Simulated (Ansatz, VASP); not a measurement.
Two plane-wave programs on CaC2

```xyz
3
Lattice="-1.8949 2.4433 2.6801 1.8949 -2.4433 2.6801 1.8949 2.4433 -2.6801" Properties=species:S:1:pos:R:3 pbc="T T T"
Ca    0.0000    0.0000    0.0000
C     1.8949    1.8141    0.0000
C     0.0000    0.6292    2.6801
```

Alike in both runs: task single point; functional LDA; k mesh 6 × 6 × 6; occupations gaussian, width 0.1 eV; no spin polarisation.

|  | VASP | Ansatz |
| --- | --- | --- |
| version | VASP 6.6.1 | Ansatz 0.2.0 |
| potentials or method | VASP PAW LDA potentials, release 64 (Ca_sv, C), cutoff 520 eV | scalar-relativistic, plane waves, PAW |
| valence electrons in the cell | 18 | 18 |

Ansatz gave:

- gap on the k mesh at the Fermi level (eV): 2.30
- least direct gap on the mesh (eV): 2.54
- pressure (GPa): -5.3
- traceless stress, the component that is largest in VASP (GPa): -1.30
- rms of the force components (eV/Å): 0.220

**Question.** Estimate VASP's values.

**Answer.** gap on the k mesh at the Fermi level (eV): 2.29; least direct gap on the mesh (eV): 2.53; pressure (GPa): -4.9; traceless stress, the component that is largest in VASP (GPa): -1.05; rms of the force components (eV/Å): 0.180.

LDA's correlation is that of Perdew and Zunger in VASP and of Perdew and Wang (1992) in Ansatz. Atom by atom the forces differ by 0.040 eV/Å (rms over components).
